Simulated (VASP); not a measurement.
GaSb:

```xyz
2
Lattice="0.0000 3.0177 3.0177 3.0177 0.0000 3.0177 3.0177 3.0177 0.0000" Properties=species:S:1:pos:R:3 pbc="T T T"
Sb    4.5265    4.5265    4.5265
Ga    0.0000    0.0000    0.0000
```

Base run:

| Item | Value |
| --- | --- |
| Program | VASP 6.6.1 |
| Functional | revPBE |
| Potentials or basis | VASP PAW PBE potentials, release 64 (Sb, Ga_d) |
| Cutoff | 520 eV |
| k mesh | 8 × 8 × 8 |
| Occupations | fermi-dirac, width 0.05 eV |
| Spin | no spin polarisation |

Its results: band gap on the k mesh 0.40 eV, direct; pressure 6.1 GPa.

Q: After a change of settings the same cell gave: band gap on the k mesh 0.76 eV, direct; pressure 3.0 GPa. Which change was it?
A. functional from revPBE to RPBE; dispersion from none to D3(BJ)
B. dispersion from none to D3(BJ)
C. functional from revPBE to RPBE
D. functional from revPBE to r2SCAN

A: D.

r2SCAN gives the wider gap, since meta-GGAs in the generalised Kohn-Sham scheme recover part of the derivative discontinuity.

Caveats: the PAW data sets were made with another functional, which shifts forces and pressure a little; spin-orbit coupling is left out, which moves the levels of the heavy elements.
